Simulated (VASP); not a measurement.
# Li6ZnCl8 in VASP: single point with PBE

Aim: the single point of Li6ZnCl8 with PBE.

Everything below comes from runs of VASP 6.6.1. Logs are shortened: lines on timing, memory, paths and dates and some standing lists are left out, and cuts for length are marked.

### 1 The cell of the first run

The cell holds a disordered packing, 15 atoms: a = 7.008 Å, b = 6.723 Å, c = 7.335 Å, α = 90.60°, β = 84.90°, γ = 90.28°.

### 2 Single point, PBE

Input file INCAR:

```
SYSTEM = Li6ZnCl8
  ALGO = Normal
  EDIFF = 1E-6
  ENCUT = 650
  GGA = PE
  GGA_COMPAT = .FALSE.
  ISIF = 2
  ISMEAR = 0
  ISYM = -1
  LASPH = .TRUE.
  LCHARG = .TRUE.
  LELF = .TRUE.
  LREAL = Auto
  LVHAR = .TRUE.
  LWAVE = .FALSE.
  NBANDS = 56
  NELM = 120
  PREC = Accurate
  SIGMA = 0.1
```

Input file KPOINTS:

```
explicit points
1
Reciprocal
  0.25000000   0.25000000   0.25000000 1
```

Input file POSCAR:

```
Li6ZnCl8
1.0
    7.0009155437     -0.0174952140      0.3236817658
   -0.0149209251      6.7224020747     -0.0344135789
    0.3141187531     -0.0388612358      7.3281729299
Zn Cl Li
1 8 6
Direct
    1.0060275187      0.6048722870      1.0126387228
    0.0738547691      0.1025718880      0.5070125007
    0.8171718182      0.4561933659      0.8111658851
    0.0424262388      0.9424266551      0.9823362492
    0.3041909106      0.5921828984      0.4532573740
    0.5558402654      0.9964925606      0.6735547665
    0.5801966910      0.0884074657      0.1995047583
    0.8152593693      0.5921190237      0.2924160498
    0.2876901059      0.4376283881     -0.0290882513
    0.7896253232      0.9556374590      0.4099871111
    0.2591164025      0.1369513949      0.7845774301
    1.0079128880      0.4470713293      0.5150234572
    0.7509320167      0.1046439986      0.9002597776
    0.4883596803      0.4275936839      0.2273478541
    0.3567581280      0.9276964875      0.4178420918
```

Potentials or basis: VASP PAW PBE potentials, release 64 (Zn, Cl, Li_sv).

Started as:

```sh
> cat potpaw_PBE.64/Zn/POTCAR potpaw_PBE.64/Cl/POTCAR potpaw_PBE.64/Li_sv/POTCAR > POTCAR
> mpirun -np 1 vasp_std > vasp.out
```

OUTCAR:

```text
SYSTEM = Li6ZnCl8
   EDIFF = 1E-6
   ENCUT = 650
   GGA = PE
   ISIF = 2
   ISMEAR = 0
   ISYM = -1
   LASPH = .TRUE.
   LREAL = Auto
   NELM = 120
   PREC = Accurate

 ion  position               nearest neighbor table
   1  0.006  0.605  0.013-   9 2.27   3 2.29   4 2.29   8 2.35
   2  0.074  0.103  0.507-  15 2.35  12 2.36  10 2.38  11 2.52
   3  0.817  0.456  0.811-   1 2.29  12 2.45  13 2.49
   4  0.042  0.942  0.982-   1 2.29  11 2.40  13 2.45
   5  0.304  0.592  0.453-  14 2.29  15 2.30  12 2.30
   6  0.556  0.996  0.674-  13 2.35  11 2.36  10 2.43  15 2.47
   7  0.580  0.088  0.200-  14 2.37  15 2.40  10 2.40  13 2.41
   8  0.815  0.592  0.292-   1 2.35  12 2.42  10 2.58  14 2.62
   9  0.288  0.438  0.971-   1 2.27  11 2.45  14 2.45
  10  0.790  0.956  0.410-   2 2.38   7 2.40   6 2.43   8 2.58
  11  0.259  0.137  0.785-   6 2.36   4 2.40   9 2.45   2 2.52
  12  0.008  0.447  0.515-   5 2.30   2 2.36   8 2.42   3 2.45
  13  0.751  0.105  0.900-   6 2.35   7 2.41   4 2.45   3 2.49
  14  0.488  0.428  0.227-   5 2.29   7 2.37   9 2.45   8 2.62
  15  0.357  0.928  0.418-   5 2.30   2 2.35   7 2.40   6 2.47

IMPORTANT INFORMATION: All symmetrisations will be switched off!
NOSYMM: (Re-)initialisation of all symmetry stuff for point group C_1.

----------------------------------------------------------------------------------------

                                     Primitive cell

  volume of cell :     344.1912

  direct lattice vectors                    reciprocal lattice vectors
     7.000915544 -0.017495214  0.323681766     0.143122748  0.000286275 -0.006133372
    -0.014920925  6.722402075 -0.034413579     0.000335945  0.148761061  0.000774478
     0.314118753 -0.038861236  7.328172930    -0.006320083  0.000685947  0.136734207

  length of vectors
     7.008415971  6.722506719  7.335005063     0.143254393  0.148763456  0.136881910

  position of ions in fractional coordinates (direct lattice)
     0.006027519  0.604872287  0.012638723
     0.073854769  0.102571888  0.507012501
     0.817171818  0.456193366  0.811165885
     0.042426239  0.942426655  0.982336249
     0.304190911  0.592182898  0.453257374
     0.555840265  0.996492561  0.673554766
     0.580196691  0.088407466  0.199504758
     0.815259369  0.592119024  0.292416050
     0.287690106  0.437628388  0.970911749
     0.789625323  0.955637459  0.409987111
     0.259116402  0.136951395  0.784577430
     0.007912888  0.447071329  0.515023457
     0.750932017  0.104643999  0.900259778
     0.488359680  0.427593684  0.227347854
     0.356758128  0.927696488  0.417842092

  ion indices of the primitive-cell ions
   primitive index   ion index
[... 64 lines left out ...]
     AMIX     =   0.40;   BMIX     =  1.00
     AMIX_MAG =   1.60;   BMIX_MAG =  1.00
  volume/ion in A,a.u.               =      22.95       154.85
  Fermi-wavevector in a.u.,A,eV,Ry     =   1.031116  1.948528 14.465731  1.063201
  Thomas-Fermi vector in A             =   2.165249
   LORBIT       =      0    0 simple, 1 ext, 2 COOP (PROOUT), +10 PAW based schemes
   GGA     = PE    functional components
   LHFCALC =     F    Hartree Fock is set to
   AEXX    =    0.0000 exact exchange contribution
   IVDW    =     0    specifies the selected vdW correction
   LEPSILON=     F    determine dielectric tensor
   LRPA    =     F    only Hartree local field effects (RPA)
 non-spin polarized calculation
 Gauss-broadening in eV      SIGMA  =   0.10
  energy-cutoff  :      650.00
  volume of cell :      344.19
 maximum number of plane-waves:     12955
 NGX is ok and might be reduce to    60
   NGX = 29   NGY = 27   NGZ = 31

 number of electron      85.9999996 magnetization

 Free energy of the ion-electron system (eV)
  ---------------------------------------------------
  ext. energy  EPLUGINS =         0.00000000
  ---------------------------------------------------
  free energy    TOTEN  =       -52.18845256 eV

  energy without entropy =      -52.18845256  energy(sigma->0) =      -52.18845256

 E-fermi :  -0.6502     XC(G=0):  -7.5261

 val. band max:       -1.2669710463   @ k =   0.2500   0.2500   0.2500
 cond. band min:       4.0826899515   @ k =   0.2500   0.2500   0.2500
 fundamental gap:      5.3496609978
 Fermi energy:        -0.6501899434

 k-point     1 :       0.2500    0.2500    0.2500
  band No.  band energies     occupation
      1     -44.9027      2.00000
      2     -44.8631      2.00000
      3     -44.7706      2.00000
      4     -44.6615      2.00000
      5     -44.5469      2.00000
      6     -44.4802      2.00000
[... 47 lines left out ...]
     54       7.4311      0.00000
     55       7.7969      0.00000
 [bands above 55 left out]

------------------------ aborting loop because EDIFF is reached ----------------------------------------

  FORCE on cell =-STRESS in cart. coord.  units (eV):
  Direction    XX          YY          ZZ          XY          YZ          ZX
  --------------------------------------------------------------------------------------
  -------------------------------------------------------------------------------------
  Total       -0.0461554     -0.0365564     -0.0307285     -0.0030702      0.0207602      0.0086683
  in kB       -0.2148491     -0.1701666     -0.1430382     -0.0142914      0.0966369      0.0403502
  external PRESSURE =      -0.1760180 kB  Pullay stress =       0.0000000 kB

 VOLUME and BASIS-vectors are now :
 -----------------------------------------------------------------------------
  energy-cutoff  :      650.00
  volume of cell :      344.19
      direct lattice vectors                 reciprocal lattice vectors
     7.000915544 -0.017495214  0.323681766     0.143122748  0.000286275 -0.006133372
    -0.014920925  6.722402075 -0.034413579     0.000335945  0.148761061  0.000774478
     0.314118753 -0.038861236  7.328172930    -0.006320083  0.000685947  0.136734207

 POSITION                                       TOTAL-FORCE (eV/Angst)
 -----------------------------------------------------------------------------------
      0.03714      4.06560      0.07375        -0.001904      0.008775      0.012436
      0.67478      0.66853      3.73585        -0.000395     -0.003736      0.001869
      5.96895      3.02090      6.19317        -0.011992     -0.012464     -0.012854
      0.59153      6.29645      7.18003        -0.001268      0.018032     -0.002410
      2.26316      3.95796      3.39963        -0.001096      0.002256     -0.002216
      4.08810      6.66292      5.08155         0.000824     -0.004517      0.004982
      4.12326      0.57641      1.64676        -0.002881     -0.002173     -0.002186
      5.79058      3.95484      2.38638        -0.004373      0.005221      0.017169
      2.31255      2.89915      7.19307         0.018381     -0.010086     -0.008111
      5.64263      6.39443      3.22716         0.001246     -0.000009     -0.004908
      2.05846      0.88562      5.82868        -0.005473      0.000508      0.000720
      0.21051      2.98524      3.76136        -0.003076      0.002479     -0.007145
      5.53844      0.65534      6.83672         0.004356     -0.009914     -0.000964
      3.48400      2.85708      1.80940         0.007166      0.003956      0.001301
      2.61504      6.21387      3.14557         0.000485      0.001671      0.002317
 -----------------------------------------------------------------------------------
    total drift:                                0.012504     -0.003370     -0.003237

  FREE ENERGIE OF THE ION-ELECTRON SYSTEM (eV)
  ---------------------------------------------------
  free  energy   TOTEN  =       -52.1884525635 eV

  energy  without entropy=      -52.1884525635  energy(sigma->0) =      -52.18845256
```

OSZICAR:

```text
N       E                     dE             d eps       ncg     rms          rms(c)
DAV:   1     0.858881059601E+03    0.85888E+03   -0.40039E+04   112   0.173E+03
DAV:   2     0.818617870310E+02   -0.77702E+03   -0.73627E+03   128   0.410E+02
DAV:   3    -0.422029164683E+02   -0.12406E+03   -0.12333E+03   144   0.150E+02
DAV:   4    -0.521520198591E+02   -0.99491E+01   -0.99013E+01   192   0.448E+01
DAV:   5    -0.540282929672E+02   -0.18763E+01   -0.18745E+01   184   0.113E+01    0.871E+00
DAV:   6    -0.522029428238E+02    0.18254E+01   -0.33890E+00   184   0.491E+01    0.649E+00
DAV:   7    -0.521713484300E+02    0.31594E-01   -0.43028E+00   136   0.815E+00    0.470E+00
DAV:   8    -0.521707104879E+02    0.63794E-03   -0.33162E-01   136   0.238E+00    0.239E+00
DAV:   9    -0.521811321929E+02   -0.10422E-01   -0.54552E-02   160   0.211E+00    0.526E-01
DAV:  10    -0.521866467606E+02   -0.55146E-02   -0.24472E-02   136   0.748E-01    0.330E-01
DAV:  11    -0.521874854041E+02   -0.83864E-03   -0.44561E-03   144   0.260E-01    0.175E-01
DAV:  12    -0.521883561321E+02   -0.87073E-03   -0.20748E-03   128   0.208E-01    0.120E-01
DAV:  13    -0.521884643149E+02   -0.10818E-03   -0.82516E-04   168   0.111E-01    0.732E-02
DAV:  14    -0.521884554753E+02    0.88396E-05   -0.19133E-04   152   0.568E-02    0.450E-02
DAV:  15    -0.521884535367E+02    0.19386E-05   -0.50446E-05   136   0.265E-02    0.249E-02
DAV:  16    -0.521884510299E+02    0.25068E-05   -0.96778E-06   160   0.124E-02    0.118E-02
DAV:  17    -0.521884520378E+02   -0.10079E-05   -0.50668E-06   120   0.108E-02    0.485E-03
DAV:  18    -0.521884525635E+02   -0.52566E-06   -0.51685E-07    96   0.451E-03
   1 F= -.52188453E+02 E0= -.52188453E+02  d E =-.169840E-17
```

Wall time 2.1 min (1 thread of AMD EPYC 7R43 (Zen 3), shared host); peak memory 0.41 GiB.

What came out:

```
Free energy   : -52.1885 eV
Pressure      : 0.0 GPa
Largest force : 0.022 eV/Å
```

Forces in eV/Å, atoms in the order of the input:
```
Zn  -0.002  0.009  0.012
Cl   0.000 -0.004  0.002
Cl  -0.012 -0.012 -0.013
Cl  -0.001  0.018 -0.002
Cl  -0.001  0.002 -0.002
Cl   0.001 -0.005  0.005
Cl  -0.003 -0.002 -0.002
Cl  -0.004  0.005  0.017
Cl   0.018 -0.010 -0.008
Li   0.001  0.000 -0.005
Li  -0.005  0.001  0.001
Li  -0.003  0.002 -0.007
Li   0.004 -0.010 -0.001
Li   0.007  0.004  0.001
Li   0.000  0.002  0.002
```

Levels at points of the mesh, in eV from the Fermi level:
```csv
k point,band 41,band 42,band 43,band 44,band 45,band 46
"(0.25, 0.25, 0.25)",-0.94,-0.84,-0.62,4.73,6.19,6.54
```
